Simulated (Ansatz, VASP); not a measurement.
Si2Ge in VASP and in Ansatz

```xyz
6
Lattice="3.9333 0.0000 0.0000 -1.9667 3.4064 0.0000 0.0000 0.0000 9.5991" Properties=species:S:1:pos:R:3 pbc="T T T"
Si    0.0000    2.2709    5.1805
Si    1.9667    1.1355    2.0547
Si    0.0000    2.2709    7.5444
Si    1.9667    1.1355    4.4186
Ge    0.0000    0.0000    8.3562
Ge    0.0000    0.0000    1.2429
```

Alike in both runs: functional PBE; k mesh 6 × 6 × 2; occupations gaussian, width 0.1 eV; no spin polarisation.

Ansatz relaxed the structure, and its values are those at the end. VASP's run is a single point on that final structure, the one shown.

|  | VASP | Ansatz |
| --- | --- | --- |
| version | VASP 6.6.1 | Ansatz 0.2.0 |
| potentials or method | VASP PAW PBE potentials, release 64 (Si, Ge_d), cutoff 520 eV | scalar-relativistic, plane waves, PAW |
| valence electrons in the cell | 44 | 44 |

|  | VASP | Ansatz | Ansatz less VASP |
| --- | --- | --- | --- |
| gap on the k mesh at the Fermi level (eV) | 0.72 | 0.72 | -0.003 |
| least direct gap on the mesh (eV) | 1.13 | 1.12 | -0.004 |
| pressure (GPa) | -0.1 | 0.0 | +0.08 |

With one functional, cell and mesh, what is left measures potentials, basis and numerics.
